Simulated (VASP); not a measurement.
# Sn8O17 (a cell with a defect) in VASP: single point with PBE

Aim: the single point of Sn8O17 (a cell with a defect) with PBE.

All numbers are computed with VASP 6.6.1; they aren't measurements. Logs are shortened: lines on timing, memory, paths and dates and some standing lists are left out, and cuts for length are marked.

### 1 The cell of the first run

The cell holds a defect, 25 atoms: a = 6.827 Å, b = 6.827 Å, c = 8.077 Å, α = 115.00°, β = 115.00°, γ = 90.00°.

### 2 Single point, PBE (with an interstitial atom, then relaxed in part)

The input, INCAR:

```
SYSTEM = Sn8O17
  ALGO = Normal
  EDIFF = 1E-7
  ENCUT = 520
  GGA = PE
  ISIF = 2
  ISMEAR = 0
  LASPH = .TRUE.
  LCHARG = .TRUE.
  LELF = .TRUE.
  LREAL = Auto
  LVHAR = .TRUE.
  LWAVE = .FALSE.
  NBANDS = 125
  NELM = 80
  PREC = Accurate
  SIGMA = 0.01
```

The input, KPOINTS:

```
k-points
0
G
  3 3 3
  0 0 0
```

The input, POSCAR:

```
Sn8O17
1.0
   -4.8271903414     -4.8271903414      0.0000000000
    4.8271903414     -4.8271903414      0.0000000000
    0.0000000000      4.8271903414      6.4763045005
Sn O
8 17
Direct
    0.1127772478      0.6046359913      0.2449413662
    0.3550755572      0.8771529086      0.7442242566
    0.6127483559      0.1197267992      0.2449942359
    0.8706214895      0.3778735875      0.7457035087
   -0.0259195910      0.0034085042     -0.0213026402
    0.2515566501      0.2698107448      0.5112363438
    0.4933921290      0.4940568536     -0.0007434567
    0.7321654933      0.7396770578      0.4905897257
    0.1125811934      0.3024805444      0.2449034942
    0.3677021461      0.5771459890      0.7598664194
    0.6127524996      0.8138637074      0.2449335893
    0.8575620699      0.0621766795      0.7300099990
    0.2350249680      0.9473067190      0.3169149066
    0.3554119781      0.1830871966      0.7479136433
    0.6129751389      0.4256129194      0.2449081730
    0.8703976642      0.6801688760      0.7419870730
    0.1841950506      0.4942916566     -0.0002098587
    0.4326190440      0.7168410013      0.5007118958
    0.6690572057      0.0094771390     -0.0127261298
    0.9369128472      0.2477057056      0.4929926656
    0.7928544502      0.4613767912     -0.0109440842
    0.0414561851      0.7396868353      0.4901436014
    0.2887276800     -0.0001220865     -0.0030957397
    0.5566764264      0.2676129687      0.5027487557
    0.9912459202      0.8748344093      0.1730768930
```

Potentials or basis: VASP PAW PBE potentials, release 64 (Sn_d, O).

Command:

```
> cat potpaw_PBE.64/Sn_d/POTCAR potpaw_PBE.64/O/POTCAR > POTCAR
> mpirun -np 1 vasp_std > vasp.out
```

OUTCAR:

```text
SYSTEM = Sn8O17
   EDIFF = 1E-7
   ENCUT = 520
   GGA = PE
   ISIF = 2
   ISMEAR = 0
   LASPH = .TRUE.
   LREAL = Auto
   NELM = 80
   PREC = Accurate

 ion  position               nearest neighbor table
   1  0.113  0.605  0.245-   9 2.06  17 2.07  22 2.07  18 2.11  21 2.12  25 2.22  13 2.22   4 3.24
                             2 3.24   6 3.63   5 3.63   7 3.75   8 3.75
   2  0.355  0.877  0.744-  19 2.05  14 2.08  22 2.08  18 2.10  23 2.10  10 2.10   1 3.24   3 3.24
                             6 3.68   5 3.73   7 3.73   5 3.75
   3  0.613  0.120  0.245-  11 2.09  15 2.09  24 2.10  19 2.10  23 2.11  20 2.11   4 3.24   2 3.24
                             8 3.75   7 3.75
   4  0.871  0.378  0.746-  24 2.05  16 2.08  17 2.08  21 2.10  20 2.10  12 2.10   1 3.24   3 3.24
                             5 3.68   6 3.72   8 3.73   6 3.75
   5  0.974  0.003  0.979-  12 2.04   9 2.06  25 2.06  16 2.08  23 2.09  19 2.11  13 2.75   8 3.16
                             6 3.45   1 3.63   4 3.68   2 3.73   2 3.75
   6  0.252  0.270  0.511-  10 2.04  13 2.06   9 2.06  14 2.08  20 2.09  24 2.11  25 2.75   7 3.16
                             5 3.45   1 3.63   2 3.68   4 3.72   4 3.75
   7  0.493  0.494  0.999-  15 2.06  14 2.06  10 2.08  11 2.08  21 2.09  17 2.11   6 3.16   8 3.18
                             2 3.73   1 3.75   3 3.75
   8  0.732  0.740  0.491-  15 2.06  16 2.06  12 2.08  11 2.08  18 2.09  22 2.11   5 3.16   7 3.18
                             4 3.73   1 3.75   3 3.75
   9  0.113  0.302  0.245-   1 2.06   5 2.06   6 2.06
  10  0.368  0.577  0.760-   6 2.04   7 2.08   2 2.10
  11  0.613  0.814  0.245-   7 2.08   8 2.08   3 2.09
  12  0.858  0.062  0.730-   5 2.04   8 2.08   4 2.10
  13  0.235  0.947  0.317-  25 1.50   6 2.06   1 2.22   5 2.75
  14  0.355  0.183  0.748-   7 2.06   2 2.08   6 2.08
  15  0.613  0.426  0.245-   8 2.06   7 2.06   3 2.09
  16  0.870  0.680  0.742-   8 2.06   4 2.08   5 2.08
  17  0.184  0.494  1.000-   1 2.07   4 2.08   7 2.11
  18  0.433  0.717  0.501-   8 2.09   2 2.10   1 2.11
  19  0.669  0.009  0.987-   2 2.05   3 2.10   5 2.11
  20  0.937  0.248  0.493-   6 2.09   4 2.10   3 2.11
  21  0.793  0.461  0.989-   7 2.09   4 2.10   1 2.12
  22  0.041  0.740  0.490-   1 2.07   2 2.08   8 2.11
  23  0.289  1.000  0.997-   5 2.09   2 2.10   3 2.11
  24  0.557  0.268  0.503-   4 2.05   3 2.10   6 2.11
  25  0.991  0.875  0.173-  13 1.50   5 2.06   1 2.22   6 2.75

  LATTYP: Found a body centered tetragonal cell.
 ALAT       =     6.8266780490
 C/A-ratio  =     1.8973516706

  Lattice vectors:

 A1 = (  -4.8271903414,   0.0000000000,  -6.4763045005)
 A2 = (   4.8271903414,   0.0000000000,  -6.4763045005)
 A3 = (   0.0000000000,  -4.8271903414,   6.4763045005)

Analysis of symmetry for initial positions (statically):
=====================================================================
 Subroutine PRICEL returns:
 Original cell was already a primitive cell.

 Routine SETGRP: Setting up the symmetry group for a
 body centered tetragonal supercell.

 Subroutine GETGRP returns: Found  1 space group operations
 (whereof  1 operations were pure point group operations)
 out of a pool of 16 trial point group operations.

The static configuration has the point symmetry C_1 .

Analysis of symmetry for dynamics (positions and initial velocities):
=====================================================================
 Subroutine PRICEL returns:
 Original cell was already a primitive cell.

 Routine SETGRP: Setting up the symmetry group for a
 body centered tetragonal supercell.

 Subroutine GETGRP returns: Found  1 space group operations
 (whereof  1 operations were pure point group operations)
 out of a pool of 16 trial point group operations.

The dynamic configuration has the point symmetry C_1 .

 Subroutine INISYM returns: Found  1 space group operations
 (whereof  1 operations are pure point group operations),
 and found     1 'primitive' translations

----------------------------------------------------------------------------------------

                                     Primitive cell

  volume of cell :     301.8187

  direct lattice vectors                    reciprocal lattice vectors
    -4.827190341 -4.827190341  0.000000000    -0.103579922 -0.103579922  0.077204523
     4.827190341 -4.827190341  0.000000000     0.103579922 -0.103579922  0.077204523
     0.000000000  4.827190341  6.476304501     0.000000000  0.000000000  0.154409046

  length of vectors
     6.826678049  6.826678049  8.077393551     0.165584235  0.165584235  0.154409046

  position of ions in fractional coordinates (direct lattice)
     0.112777248  0.604635991  0.244941366
     0.355075557  0.877152909  0.744224257
     0.612748356  0.119726799  0.244994236
     0.870621490  0.377873587  0.745703509
     0.974080409  0.003408504  0.978697360
     0.251556650  0.269810745  0.511236344
[... 17 lines left out ...]
     0.556676426  0.267612969  0.502748756
     0.991245920  0.874834409  0.173076893

  ion indices of the primitive-cell ions
   primitive index   ion index
                 1           1
                 2           2
                 3           3
                 4           4
                 5           5
                 6           6
[... 17 lines left out ...]
                24          24
                25          25

----------------------------------------------------------------------------------------

 KPOINTS: k-points

Automatic generation of k-mesh.
 Grid dimensions read from file:
 generate k-points for:    3    3    3

 Generating k-lattice:

  Cartesian coordinates                     Fractional coordinates (reciprocal lattice)
    -0.034526641 -0.034526641  0.025734841     0.333333333  0.000000000  0.000000000
     0.034526641 -0.034526641  0.025734841     0.000000000  0.333333333  0.000000000
     0.000000000  0.000000000  0.051469682     0.000000000  0.000000000  0.333333333

  Length of vectors
     0.055194745  0.055194745  0.051469682

  Shift w.r.t. Gamma in fractional coordinates (k-lattice)
     0.000000000  0.000000000  0.000000000

 Subroutine IBZKPT returns following result:
 ===========================================

 Found     14 irreducible k-points:

 Following reciprocal coordinates:
            Coordinates               Weight
  0.000000  0.000000  0.000000      1.000000
  0.333333  0.000000  0.000000      2.000000
  0.000000 -0.333333  0.333333      2.000000
 -0.333333  0.000000  0.333333      2.000000
  0.000000  0.333333  0.000000      2.000000
  0.333333  0.333333  0.000000      2.000000
  0.333333 -0.333333  0.333333      2.000000
 -0.333333 -0.333333 -0.333333      2.000000
 -0.333333  0.333333  0.333333      2.000000
 -0.333333  0.333333  0.000000      2.000000
  0.333333  0.333333 -0.333333      2.000000
  0.000000  0.000000  0.333333      2.000000
  0.333333  0.000000  0.333333      2.000000
  0.000000 -0.333333 -0.333333      2.000000
   k-points           NKPTS =     14   k-points in BZ     NKDIM =     14   number of bands    NBANDS=    125
   number of dos      NEDOS =    301   number of ions     NIONS =     25
   total plane-waves  NPLWV = 174960
   dimension x,y,z NGX =    54 NGY =   54 NGZ =   60
   dimension x,y,z NGXF=   108 NGYF=  108 NGZF=  120
   ions per type =               8  17
   NGX,Y,Z   is equivalent  to a cutoff of  13.15, 13.15, 12.35 a.u.
   NGXF,Y,Z  is equivalent  to a cutoff of  26.30, 26.30, 24.70 a.u.
 SYSTEM =  Sn8O17
   PREC   = accura    normal or accurate (medium, high low for compatibility)
   ISTART =      0    job   : 0-new  1-cont  2-samecut
   ICHARG =      2    charge: 1-file 2-atom 10-const
   ISPIN  =      1    spin polarized calculation?
   LNONCOLLINEAR =      F non collinear calculations
   LSORBIT =      F    spin-orbit coupling
   LASPH  =      T    aspherical Exc in radial PAW
   ENCUT  =  520.0 eV  38.22 Ry    6.18 a.u.  12.69 12.69 15.02*2*pi/ulx,y,z
   NELM   =     80;   NELMIN=  2; NELMDL= -5     # of ELM steps
   EDIFF  = 0.1E-06   stopping-criterion for ELM
   LREAL  =      T    real-space projection
   EDIFFG = 0.1E-05   stopping-criterion for IOM
   NSW    =      0    number of steps for IOM
   IBRION =     -1    ionic relax: 0-MD 1-quasi-New 2-CG
   NFREE  =      0    steps in history (QN), initial steepest desc. (CG)
   ISIF   =      2    stress and relaxation
   ISYM   =      2    0-nonsym 1-usesym 2-fastsym
   POTIM  = 0.5000    time-step for ionic-motion
   TEBEG  =    0.0;   TEEND  =   0.0 temperature during run
   PSTRESS=    0.0 pullay stress
   NELECT =     214.0000    total number of electrons
   NUPDOWN=      -1.0000    fix difference up-down
   EMIN   =  10.00;   EMAX   =-10.00  energy-range for DOS
   EFERMI =   0.00;   METHOD = LEGACY
   ISMEAR =     0;   SIGMA  =   0.01  broadening in eV -4-tet -1-fermi 0-gaus
   EFERMI_NEDOS =   21; number of points for ismear=-14 and -15
   IALGO  =     38    algorithm
   IMIX   =      4    mixing-type and parameters
     AMIX     =   0.40;   BMIX     =  1.00
     AMIX_MAG =   1.60;   BMIX_MAG =  1.00
  volume/ion in A,a.u.               =      12.07        81.47
  Fermi-wavevector in a.u.,A,eV,Ry     =   1.459814  2.758648 28.994771  2.131056
  Thomas-Fermi vector in A             =   2.576337
   LORBIT       =      0    0 simple, 1 ext, 2 COOP (PROOUT), +10 PAW based schemes
   GGA     = PE    functional components
   LHFCALC =     F    Hartree Fock is set to
   AEXX    =    0.0000 exact exchange contribution
   IVDW    =     0    specifies the selected vdW correction
   LEPSILON=     F    determine dielectric tensor
   LRPA    =     F    only Hartree local field effects (RPA)
 non-spin polarized calculation
 Gauss-broadening in eV      SIGMA  =   0.01
  energy-cutoff  :      520.00
  volume of cell :      301.82
 maximum number of plane-waves:      8153
 NGX is ok and might be reduce to    54
   NGX = 25   NGY = 25   NGZ = 31

 number of electron     214.0000000 magnetization

 Free energy of the ion-electron system (eV)
  ---------------------------------------------------
  ext. energy  EPLUGINS =         0.00000000
  ---------------------------------------------------
  free energy    TOTEN  =      -151.78237852 eV

  energy without entropy =     -151.78237852  energy(sigma->0) =     -151.78237852

 E-fermi :   5.9046     XC(G=0): -11.1408

 val. band max:        5.8213518361   @ k =  -0.3333   0.3333   0.0000
 cond. band min:       6.6268585843   @ k =   0.0000   0.0000   0.0000
 fundamental gap:      0.8055067482
 Fermi energy:         5.9045601357

 k-point     1 :       0.0000    0.0000    0.0000
  band No.  band energies     occupation
      1     -15.9931      2.00000
      2     -15.2708      2.00000
      3     -15.1088      2.00000
      4     -15.0558      2.00000
      5     -14.9145      2.00000
      6     -14.8946      2.00000
[... 111 lines left out ...]
    118      12.5817      0.00000
    119      14.2055      0.00000

 k-point     2 :       0.3333    0.0000    0.0000
  band No.  band energies     occupation
      1     -15.9921      2.00000
      2     -15.2068      2.00000
      3     -15.1340      2.00000
      4     -15.1179      2.00000
      5     -15.0576      2.00000
      6     -15.0275      2.00000
[... 1459 lines left out ...]
      2     -15.2141      2.00000
      3     -15.1213      2.00000
      4     -15.0849      2.00000
      5     -15.0561      2.00000
      6     -14.9926      2.00000
[... 111 lines left out ...]
    118      13.1317      0.00000
    119      13.7036      0.00000
 [bands above 119 left out]

------------------------ aborting loop because EDIFF is reached ----------------------------------------

  FORCE on cell =-STRESS in cart. coord.  units (eV):
  Direction    XX          YY          ZZ          XY          YZ          ZX
  --------------------------------------------------------------------------------------
  -------------------------------------------------------------------------------------
  Total        7.2823088      7.3096313     12.8090541     -4.1886705     -2.2568365     -2.2428490
  in kB       38.6574825     38.8025216     67.9957141    -22.2351813    -11.9802142    -11.9059624
  external PRESSURE =      48.4852394 kB  Pullay stress =       0.0000000 kB

 VOLUME and BASIS-vectors are now :
 -----------------------------------------------------------------------------
  energy-cutoff  :      520.00
  volume of cell :      301.82
      direct lattice vectors                 reciprocal lattice vectors
    -4.827190341 -4.827190341  0.000000000    -0.103579922 -0.103579922  0.077204523
     4.827190341 -4.827190341  0.000000000     0.103579922 -0.103579922  0.077204523
     0.000000000  4.827190341  6.476304501     0.000000000  0.000000000  0.154409046

 POSITION                                       TOTAL-FORCE (eV/Angst)
 -----------------------------------------------------------------------------------
      2.37430     -2.28071      1.58631         0.005152     -0.010857     -0.003433
      2.52017     -2.35569      4.81982         0.009898      0.001373     -0.019383
     -2.37991     -2.35316      1.58666        -0.007927      0.004034     -0.005979
     -2.37859     -2.42707      4.82940         0.000616      0.000294      0.009835
     -4.68562      0.00583      6.33834         0.014885     -0.005536      0.001056
      0.08812     -0.04890      3.31092         0.001596     -0.010013     -0.003089
[... 17 lines left out ...]
     -1.39536     -1.55214      3.25595         0.016940      0.013004     -0.007576
     -0.56194     -8.17245      1.12090         0.102609      0.123051     -0.097892
 -----------------------------------------------------------------------------------
    total drift:                                0.009862     -0.004687     -0.020954

  FREE ENERGIE OF THE ION-ELECTRON SYSTEM (eV)
  ---------------------------------------------------
  free  energy   TOTEN  =      -151.7823785164 eV

  energy  without entropy=     -151.7823785164  energy(sigma->0) =     -151.78237852
```

Run time: 32 min. Hardware: 1 thread of Intel Xeon Platinum 8259CL at 2.50GHz (Skylake/Cascade Lake), shared host; peak memory 0.6 GiB.

What came out:

* Free energy: -151.7824 eV
* Pressure: 4.8 GPa
* Largest force: 0.194 eV/Å
* Band gap on the k mesh: 0.81 eV

Forces on the atoms (eV/Å):
```
Sn   0.005 -0.011 -0.003
Sn   0.010  0.001 -0.019
Sn  -0.008  0.004 -0.006
Sn   0.001  0.000  0.010
Sn   0.015 -0.006  0.001
Sn   0.002 -0.010 -0.003
Sn  -0.005 -0.006 -0.001
Sn   0.003 -0.003  0.004
O   -0.006  0.002  0.000
O    0.026 -0.016  0.008
O    0.012 -0.011  0.004
O    0.016 -0.025 -0.007
O   -0.131 -0.099  0.104
O   -0.007  0.018 -0.003
O   -0.013  0.017  0.004
O   -0.020  0.015  0.004
O   -0.011 -0.016 -0.006
O   -0.009 -0.003  0.001
O   -0.011 -0.016  0.007
O   -0.012 -0.014 -0.002
O   -0.002  0.013  0.002
O    0.015  0.011  0.005
O    0.013  0.017  0.003
O    0.017  0.013 -0.008
O    0.103  0.123 -0.098
```

Stress tensor (GPa, compression positive):
```
 3.87 -2.22 -1.19
-2.22  3.88 -1.20
-1.19 -1.20  6.80
```

Levels at points of the mesh, in eV from the valence-band top:
| k point | band 104 | band 105 | band 106 | band 107 | band 108 | band 109 | band 110 | band 111 |
| --- | --- | --- | --- | --- | --- | --- | --- | --- |
| (0.00, 0.00, 0.00) | -0.68 | -0.18 | -0.17 | -0.16 | 0.81 | 4.37 | 4.52 | 4.55 |

Caveat: the cell differs from its parent crystal (with an interstitial atom, then relaxed in part); spin-orbit coupling is left out, which moves the levels of the heavy elements.
